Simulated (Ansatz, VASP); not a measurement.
# Mg in VASP and in Ansatz

Contents of INCAR:

```
SYSTEM = Mg
PREC = Accurate ; ENCUT = 600
EDIFF = 1E-6 ; ISMEAR = 0
SIGMA = 0.1 ; LREAL = .FALSE.
LASPH = .TRUE. ; NELM = 80
ALGO = Normal ; ISIF = 3
LWAVE = .FALSE. ; LCHARG = .FALSE.
GGA = PE ; IBRION = 2
NSW = 90 ; EDIFFG = -0.04
```

The input KPOINTS:

```
regular mesh
0
G
  4 4 4
  0 0 0
```

File POSCAR:

```
Mg
1.0
    4.0353322300      0.0000000000      0.0000000000
    0.0000000000      4.0353322300      0.0000000000
    0.0000000000      0.0000000000      4.0353322300
Mg
3
Direct
    0.0000000000      0.5000000000      0.5000000000
    0.5000000000      0.0000000000      0.5000000000
    0.5000000000      0.5000000000      0.0000000000
```

Input for Ansatz:

```yaml
crystal:
  lattice:
    - [4.03533223, 0.0, 0.0]
    - [0.0, 4.03533223, 0.0]
    - [0.0, 0.0, 4.03533223]
  atoms:
    - { symbol: Mg, position: [0.0, 0.5, 0.5] }
    - { symbol: Mg, position: [0.5, 0.0, 0.5] }
    - { symbol: Mg, position: [0.5, 0.5, 0.0] }
basis:
  ecutwfc: 420
kpoints:
  mp_grid: { grid: [4, 4, 4] }
hamiltonian:
  xc: pbe
scf:
  occupations: { method: gaussian, width: 0.1 }
  lower_state_search: "off"
output:
  forces: true
  stress: true
  eigenvalues: true
relax:
  adjacent_minimum: "off"
  f_tol: 0.04
  max_steps: 70
  cell: { stress_tol: 0.4 }
```

Alike in both runs: task relaxation of cell and atoms; functional PBE; k mesh 4 × 4 × 4; occupations gaussian, width 0.1 eV; no spin polarisation.

|  | VASP | Ansatz |
| --- | --- | --- |
| version | VASP 6.6.1 | Ansatz 0.2.0 |
| potentials or method | VASP PAW PBE potentials, release 64 (Mg), cutoff 600 eV | scalar-relativistic, plane waves, PAW |
| valence electrons in the cell | 6 | 30 |

```csv
,VASP,Ansatz,Ansatz less VASP
"gap on the k mesh at the Fermi level, each at its own relaxed structure (eV)",none,none,-
relaxed volume (Å³/atom),28.02,27.91,-0.106
relaxed cell length with the largest relative difference (Å),4.380,4.375,-0.0055
```

A gap of «none» marks a metal or a gap that the smearing closes. VASP's potentials hold 6 valence electrons a cell and Ansatz's 30, so a difference there can come from the potentials and not from the codes.

The k mesh is coarse, so the values compare programs but aren't converged. Noted on VASP's run: the volume moved by over 15 % at a fixed basis, so the end points are rough; too few bands were computed for a metal, which touches its energy and stress.
